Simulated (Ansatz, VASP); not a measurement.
## Tl2ZnO2 in VASP and in Ansatz

```
Zn Tl O
1.0
     3.38086    0.00000    0.00000
    -1.69043    2.92791    0.00000
     0.00000    0.00000   10.73691
Zn Tl O
1 2 2
Direct
  0.66667 0.33333 0.65572
  0.00000 0.00000 0.02583
  0.33333 0.66667 0.32325
  0.66667 0.33333 0.17475
  0.00000 0.00000 0.65695
```

Alike in both runs: functional PBE; k mesh 12 × 12 × 4; occupations gaussian, width 0.02 eV; no spin polarisation.

Ansatz relaxed the structure, and its values are those at the end. VASP's run is a single point on that final structure, the one shown.

```csv
,VASP,Ansatz
version,VASP 6.6.1,Ansatz 0.2.0
potentials or method,"VASP PAW PBE potentials, release 64 (Zn, Tl_d, O), cutoff 520 eV","scalar-relativistic, plane waves, PAW"
valence electrons in the cell,50,50
```

|  | VASP | Ansatz | Ansatz less VASP |
| --- | --- | --- | --- |
| gap on the k mesh at the Fermi level (eV) | 0.43 | 0.44 | +0.005 |
| least direct gap on the mesh (eV) | 0.59 | 0.59 | 0.000 |
| pressure (GPa) | 0.2 | 0.0 | -0.16 |
| rms of the force components (eV/Å) | 0.005 | 0.001 | -0.0043 |

Neither program's run includes spin-orbit coupling.
